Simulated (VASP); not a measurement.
# In (P6_3/mmc) in VASP: further runs, part 3 of 3

VASP 6.6.1. Earlier steps stand in the parts before.

## (5) Single point, PBE

This run uses another cell than the first one, of 25.93 Å³/atom.

Input file INCAR:

```
ALGO = Normal ; EDIFF = 1E-7
ENCUT = 520 ; GGA = PE
ISIF = 2 ; ISMEAR = -1
LASPH = T ; LCHARG = F
LREAL = F ; LWAVE = F
NBANDS = 34 ; NELM = 100
PREC = Accurate ; SIGMA = 0.05
```

Input file KPOINTS:

```
k-points
0
Gamma
  9 9 3
```

Input file POSCAR:

```
In
1.0
    3.3412670494      0.0000000000      0.0000000000
   -1.6706335247      2.8936221456      0.0000000000
    0.0000000000      0.0000000000     10.7272249119
In
4
Direct
    0.6666666667      0.3333333333      0.7500000000
    0.0000000000      0.0000000000      0.5000000000
    0.3333333333      0.6666666667      0.2500000000
    0.0000000000      0.0000000000      0.0000000000
```

Potentials or basis: VASP PAW PBE potentials, release 64 (In_d).

Started as:

```bash
$ cat potpaw_PBE.64/In_d/POTCAR > POTCAR
$ mpirun -np 1 vasp_std > vasp.out
```

OUTCAR:

```text
EDIFF = 1E-7
   ENCUT = 520
   GGA = PE
   ISIF = 2
   ISMEAR = -1
   LASPH = T
   LREAL = F
   NELM = 100
   PREC = Accurate

 ion  position               nearest neighbor table
   1  0.667  0.333  0.750-   2 3.30   4 3.30   2 3.30   4 3.30   2 3.30   4 3.30
   2  0.000  0.000  0.500-   1 3.30   3 3.30   3 3.30   1 3.30   1 3.30   3 3.30
   3  0.333  0.667  0.250-   2 3.30   4 3.30   2 3.30   4 3.30   2 3.30   4 3.30
   4  0.000  0.000  0.000-   1 3.30   3 3.30   3 3.30   1 3.30   1 3.30   3 3.30

  LATTYP: Found a hexagonal cell.
 ALAT       =     3.3412670494
 C/A-ratio  =     3.2105260529

  Lattice vectors:

 A1 = (   3.3412670494,   0.0000000000,   0.0000000000)
 A2 = (  -1.6706335247,   2.8936221456,   0.0000000000)
 A3 = (   0.0000000000,   0.0000000000,  10.7272249119)

Analysis of symmetry for initial positions (statically):
=====================================================================
 Subroutine PRICEL returns:
 Original cell was already a primitive cell.

 Routine SETGRP: Setting up the symmetry group for a
 hexagonal supercell.

 Subroutine GETGRP returns: Found 24 space group operations
 (whereof 12 operations were pure point group operations)
 out of a pool of 24 trial point group operations.

The static configuration has the point symmetry D_3d.
 The point group associated with its full space group is D_6h.

Analysis of symmetry for dynamics (positions and initial velocities):
=====================================================================
 Subroutine PRICEL returns:
 Original cell was already a primitive cell.

 Routine SETGRP: Setting up the symmetry group for a
 hexagonal supercell.

 Subroutine GETGRP returns: Found 24 space group operations
 (whereof 12 operations were pure point group operations)
 out of a pool of 24 trial point group operations.

The dynamic configuration has the point symmetry D_3d.
 The point group associated with its full space group is D_6h.

 Subroutine INISYM returns: Found 24 space group operations
 (whereof 12 operations are pure point group operations),
 and found     1 'primitive' translations

----------------------------------------------------------------------------------------

                                     Primitive cell

  volume of cell :     103.7147

  direct lattice vectors                    reciprocal lattice vectors
     3.341267049  0.000000000  0.000000000     0.299287661  0.172793812  0.000000000
    -1.670633525  2.893622146  0.000000000     0.000000000  0.345587623  0.000000000
     0.000000000  0.000000000 10.727224912     0.000000000  0.000000000  0.093220755

  length of vectors
     3.341267049  3.341267049 10.727224912     0.345587623  0.345587623  0.093220755

  position of ions in fractional coordinates (direct lattice)
     0.666666667  0.333333333  0.750000000
     0.000000000  0.000000000  0.500000000
     0.333333333  0.666666667  0.250000000
     0.000000000  0.000000000  0.000000000

  ion indices of the primitive-cell ions
   primitive index   ion index
                 1           1
                 2           2
                 3           3
                 4           4

----------------------------------------------------------------------------------------

 KPOINTS: k-points

Automatic generation of k-mesh.
 Grid dimensions read from file:
 generate k-points for:    9    9    3

 Generating k-lattice:

  Cartesian coordinates                     Fractional coordinates (reciprocal lattice)
     0.033254185  0.019199312  0.000000000     0.111111111  0.000000000  0.000000000
     0.000000000  0.038398625  0.000000000     0.000000000  0.111111111  0.000000000
     0.000000000  0.000000000  0.031073585     0.000000000  0.000000000  0.333333333

  Length of vectors
     0.038398625  0.038398625  0.031073585

  Shift w.r.t. Gamma in fractional coordinates (k-lattice)
     0.000000000  0.000000000  0.000000000

 Subroutine IBZKPT returns following result:
 ===========================================

 Found     24 irreducible k-points:

 Following reciprocal coordinates:
            Coordinates               Weight
  0.000000  0.000000  0.000000      1.000000
  0.111111 -0.000000  0.000000      6.000000
  0.222222 -0.000000  0.000000      6.000000
  0.333333 -0.000000  0.000000      6.000000
  0.444444 -0.000000  0.000000      6.000000
  0.111111  0.111111  0.000000      6.000000
[... 16 lines left out ...]
  0.333333  0.222222  0.333333     24.000000
  0.333333  0.333333  0.333333      4.000000
   k-points           NKPTS =     24   k-points in BZ     NKDIM =     24   number of bands    NBANDS=     34
   number of dos      NEDOS =    301   number of ions     NIONS =      4
   total plane-waves  NPLWV =  62720
   dimension x,y,z NGX =    28 NGY =   28 NGZ =   80
   dimension x,y,z NGXF=    56 NGYF=   56 NGZF=  160
   ions per type =               4
   NGX,Y,Z   is equivalent  to a cutoff of  13.93, 13.93, 12.40 a.u.
   NGXF,Y,Z  is equivalent  to a cutoff of  27.86, 27.86, 24.80 a.u.
 SYSTEM =  unknown system
   PREC   = accura    normal or accurate (medium, high low for compatibility)
   ISTART =      0    job   : 0-new  1-cont  2-samecut
   ICHARG =      2    charge: 1-file 2-atom 10-const
   ISPIN  =      1    spin polarized calculation?
   LNONCOLLINEAR =      F non collinear calculations
   LSORBIT =      F    spin-orbit coupling
   LASPH  =      T    aspherical Exc in radial PAW
   ENCUT  =  520.0 eV  38.22 Ry    6.18 a.u.   6.21  6.21 19.95*2*pi/ulx,y,z
   NELM   =    100;   NELMIN=  2; NELMDL= -5     # of ELM steps
   EDIFF  = 0.1E-06   stopping-criterion for ELM
   LREAL  =      F    real-space projection
   EDIFFG = 0.1E-05   stopping-criterion for IOM
   NSW    =      0    number of steps for IOM
   IBRION =     -1    ionic relax: 0-MD 1-quasi-New 2-CG
   NFREE  =      0    steps in history (QN), initial steepest desc. (CG)
   ISIF   =      2    stress and relaxation
   ISYM   =      2    0-nonsym 1-usesym 2-fastsym
   POTIM  = 0.5000    time-step for ionic-motion
   TEBEG  =    0.0;   TEEND  =   0.0 temperature during run
   PSTRESS=    0.0 pullay stress
   NELECT =      52.0000    total number of electrons
   NUPDOWN=      -1.0000    fix difference up-down
   EMIN   =  10.00;   EMAX   =-10.00  energy-range for DOS
   EFERMI =   0.00;   METHOD = LEGACY
   ISMEAR =    -1;   SIGMA  =   0.05  broadening in eV -4-tet -1-fermi 0-gaus
   EFERMI_NEDOS =   21; number of points for ismear=-14 and -15
   IALGO  =     38    algorithm
   IMIX   =      4    mixing-type and parameters
     AMIX     =   0.40;   BMIX     =  1.00
     AMIX_MAG =   1.60;   BMIX_MAG =  1.00
  volume/ion in A,a.u.               =      25.93       174.98
  Fermi-wavevector in a.u.,A,eV,Ry     =   1.300556  2.457695 23.013528  1.691447
  Thomas-Fermi vector in A             =   2.431747
   LORBIT       =      0    0 simple, 1 ext, 2 COOP (PROOUT), +10 PAW based schemes
   GGA     = PE    functional components
   LHFCALC =     F    Hartree Fock is set to
   AEXX    =    0.0000 exact exchange contribution
   IVDW    =     0    specifies the selected vdW correction
   LEPSILON=     F    determine dielectric tensor
   LRPA    =     F    only Hartree local field effects (RPA)
 non-spin polarized calculation
  energy-cutoff  :      520.00
  volume of cell :      103.71
 maximum number of plane-waves:      2818
 NGX is ok and might be reduce to    28
   NGX = 13   NGY = 13   NGZ = 39

 number of electron      52.0000011 magnetization

 Free energy of the ion-electron system (eV)
  ---------------------------------------------------
  ext. energy  EPLUGINS =         0.00000000
  ---------------------------------------------------
  free energy    TOTEN  =       -10.17140328 eV

  energy without entropy =      -10.14840524  energy(sigma->0) =      -10.15990426

 E-fermi :   7.6222     XC(G=0): -10.2962

 val. band max:        7.5809331948   @ k =   0.2222   0.1111   0.3333
 cond. band min:       7.6364096417   @ k =   0.3333   0.3333   0.3333
 fundamental gap:      0.0554764469
 Fermi energy:         7.6221731864

 k-point     1 :       0.0000    0.0000    0.0000
  band No.  band energies     occupation
      1      -7.0900      2.00000
      2      -7.0489      2.00000
      3      -7.0309      2.00000
      4      -7.0309      2.00000
      5      -7.0227      2.00000
      6      -7.0083      2.00000
[... 877 lines left out ...]
     33      12.0120      0.00000
     34      12.6206      0.00000

------------------------ aborting loop because EDIFF is reached ----------------------------------------

  FORCE on cell =-STRESS in cart. coord.  units (eV):
  Direction    XX          YY          ZZ          XY          YZ          ZX
  --------------------------------------------------------------------------------------
  -------------------------------------------------------------------------------------
  Total        1.4452149      1.4452149      1.9353305      0.0000000     -0.0000000      0.0000000
  in kB       22.3255727     22.3255727     29.8968437      0.0000000     -0.0000000      0.0000000
  external PRESSURE =      24.8493297 kB  Pullay stress =       0.0000000 kB

 VOLUME and BASIS-vectors are now :
 -----------------------------------------------------------------------------
  energy-cutoff  :      520.00
  volume of cell :      103.71
      direct lattice vectors                 reciprocal lattice vectors
     3.341267049  0.000000000  0.000000000     0.299287661  0.172793812  0.000000000
    -1.670633525  2.893622146  0.000000000     0.000000000  0.345587623  0.000000000
     0.000000000  0.000000000 10.727224912     0.000000000  0.000000000  0.093220755

 POSITION                                       TOTAL-FORCE (eV/Angst)
 -----------------------------------------------------------------------------------
      1.67063      0.96454      8.04542        -0.000000     -0.000000      0.000000
      0.00000      0.00000      5.36361         0.000000      0.000000     -0.000000
     -0.00000      1.92908      2.68181        -0.000000      0.000000     -0.000000
      0.00000      0.00000      0.00000         0.000000      0.000000     -0.000000
 -----------------------------------------------------------------------------------
    total drift:                                0.000000     -0.000000      0.000000

  FREE ENERGIE OF THE ION-ELECTRON SYSTEM (eV)
  ---------------------------------------------------
  free  energy   TOTEN  =       -10.1714032811 eV

  energy  without entropy=      -10.1484052419  energy(sigma->0) =      -10.15990426
```

stdout:

```text
POSCAR found type information on POSCAR In
 POSCAR found :  1 types and       4 ions
 scaLAPACK will be used
 LDA part: xc-table for (Slater+PW92), standard interpolation
 POSCAR, INCAR and KPOINTS ok, starting setup
 FFT: planning ... GRIDC
 FFT: planning ... GRID_SOFT
 FFT: planning ... GRID
 WAVECAR not read
 entering main loop
```

Wall time 2.2 min (1 thread of Intel Xeon 8259CL, shared host); peak memory 0.26 GiB.

Results:

| Item | Value |
| --- | --- |
| Free energy | -10.1714 eV |
| Pressure | 2.5 GPa |
| Band gap on the k mesh | zero (bands 26 and 27 overlap by 4.93 eV) |

Levels at points of the mesh, in eV from the Fermi level:
```csv
k point,band 23,band 24,band 25,band 26,band 27,band 28,band 29,band 30
"(0.00, 0.00, 0.00)",-8.16,-4.13,-3.35,3.42,3.43,8.22,8.22,9.10
```

Caveat: spin-orbit coupling is left out, which moves the levels of the heavy elements.

## (6) Single point, PBE

Input file INCAR:

```
ALGO = Fast ; EDIFF = 1E-6
ENCUT = 520 ; GGA = PE
ISIF = 2 ; ISMEAR = -1
LASPH = True ; LCHARG = False
LREAL = False ; LWAVE = False
NBANDS = 34 ; NELM = 60
PREC = Accurate ; SIGMA = 0.05
```

KPOINTS is that of step 5.

Input file POSCAR:

```
In
1.0
    3.3638438630      0.0000000000      0.0000000000
   -1.6819219315      2.9131742397      0.0000000000
    0.0000000000      0.0000000000     10.7997083600
In
4
Direct
    0.6666666667      0.3333333333      0.7500000000
    0.0000000000      0.0000000000      0.5000000000
    0.3333333333      0.6666666667      0.2500000000
    0.0000000000      0.0000000000      0.0000000000
```

Potentials or basis: VASP PAW PBE potentials, release 64 (In_d).

Started as:

```bash
$ cat potpaw_PBE.64/In_d/POTCAR > POTCAR
$ mpirun -np 1 vasp_std > vasp.out
```

It took 2.6 min on 1 thread of Intel Xeon 8259CL, shared host; peak memory 0.26 GiB.

It converged, with:

| Property | Result |
| --- | --- |
| Free energy | -10.1990 eV |
| Pressure | 1.5 GPa |
| Band gap on the k mesh | zero (bands 26 and 27 overlap by 4.81 eV) |

Stress tensor (GPa, compression positive):
```
1.30 0.00 0.00
0.00 1.30 0.00
0.00 0.00 2.02
```

Levels at points of the mesh, in eV from the Fermi level:
```csv
k point,band 23,band 24,band 25,band 26,band 27,band 28,band 29,band 30
"(0.00, 0.00, 0.00)",-8.04,-4.12,-3.26,3.37,3.38,8.08,8.08,8.95
```

Caveat: spin-orbit coupling is left out, which moves the levels of the heavy elements.

## (7) Summary

```tsv
level	potentials or basis	cell	gap on the mesh (eV)	pressure (GPa)
LDA	VASP PAW LDA potentials, release 64 (In_d)	a = 3.364, b = 3.364, c = 10.800 Å, angles 90.0, 90.0, 120.0°, 4 atoms	none	-3.0
PBE	VASP PAW PBE potentials, release 64 (In_d)	a = 3.295, b = 3.295, c = 10.579 Å, angles 90.0, 90.0, 120.0°, 4 atoms	none	4.6
PBE	VASP PAW PBE potentials, release 64 (In_d)	a = 3.318, b = 3.318, c = 10.654 Å, angles 90.0, 90.0, 120.0°, 4 atoms	none	3.5
PBE	VASP PAW PBE potentials, release 64 (In_d)	a = 3.341, b = 3.341, c = 10.727 Å, angles 90.0, 90.0, 120.0°, 4 atoms	none	2.5
PBE	VASP PAW PBE potentials, release 64 (In_d)	a = 3.364, b = 3.364, c = 10.800 Å, angles 90.0, 90.0, 120.0°, 4 atoms	none	1.5
```

Alike in all rows: task single point; no spin polarisation; k mesh 9 × 9 × 3; cutoff (eV) 520; smearing fermi-dirac 0.05 eV.

Caveats: spin-orbit coupling is left out, which moves the levels of the heavy elements; the cell stands under pressure (at least some runs).

Total energies depend on the potentials used, so only differences within one code and one set of settings carry meaning.
